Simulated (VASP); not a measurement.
Te:

```
Te
1.0
     2.66460    0.00000    0.00000
     0.00000    2.98115    0.00000
    -0.33557    0.00000    4.64502
Te
1
Direct
  0.50000 0.00000 0.50000
```

The cell was built from a structure type or drawn by symmetry, and may not be a known phase.

* Program: VASP 6.6.1
* Task: relaxation of cell and atoms
* Functional: PBE
* Potentials or basis: VASP PAW PBE potentials, release 64 (Te)
* Cutoff: 600 eV
* k mesh: 6 × 6 × 4
* Occupations: gaussian, width 0.1 eV
* Spin: no spin polarisation

At the start: pressure 12.1 GPa; volume 36.90 Å³/atom.

Q: How do energy, volume and symmetry change on relaxing?

A: Over 24 steps the energy falls by 314.6 meV/atom and the volume is 35.41 Å³/atom (-4.0 %); space group P2/m (No. 10, to 0.1 Å) before, Pmmm (No. 47, to 0.1 Å).

Step by step:
```csv
step,energy change (eV),largest force (eV/Å),pressure (GPa),volume (Å³)
1,0.0000,0.0000,12.08,36.90
2,0.1950,0.0000,-5.85,53.08
3,-0.2610,0.0000,-0.60,42.53
4,-0.2636,0.0000,0.00,42.09
5,-0.2639,0.0000,0.30,41.87
6,-0.2790,0.0000,-0.23,42.67
7,-0.2814,0.0000,-0.18,42.46
8,-0.2830,0.0000,-0.36,42.27
9,-0.2860,0.0000,-0.88,41.68
10,-0.2864,0.0000,-1.12,41.39
11,-0.2868,0.0000,-1.09,41.30
12,-0.2880,0.0000,-1.04,41.01
13,-0.2902,0.0000,-0.93,40.43
14,-0.2947,0.0000,-0.71,39.29
15,-0.3074,0.0000,-0.09,37.01
16,-0.2991,0.0000,3.19,32.46
17,-0.3123,0.0000,0.77,35.26
18,-0.3127,0.0000,0.58,35.58
19,-0.3126,0.0000,0.39,35.90
20,-0.3128,0.0000,0.53,35.71
21,-0.3138,0.0000,0.62,34.99
22,-0.3138,0.0000,0.61,34.94
23,-0.3145,0.0000,0.23,35.23
24,-0.3146,0.0000,0.01,35.41
```

Final structure:
```yaml
crystal:
  lattice:
    - [2.86900, 0.00000, 0.12476]
    - [0.00000, 3.26204, 0.00000]
    - [-0.15861, 0.00000, 3.77635]
  atoms:
    - { symbol: Te, position: [0.50000, 0.00000, 0.50000] }
```

Caveat: the k points lie up to 0.42 Å⁻¹ apart in the final cell, too coarse for converged energies and pressures of a metal; a cell axis changed by over 15 % at a fixed basis, so the end point is rough.
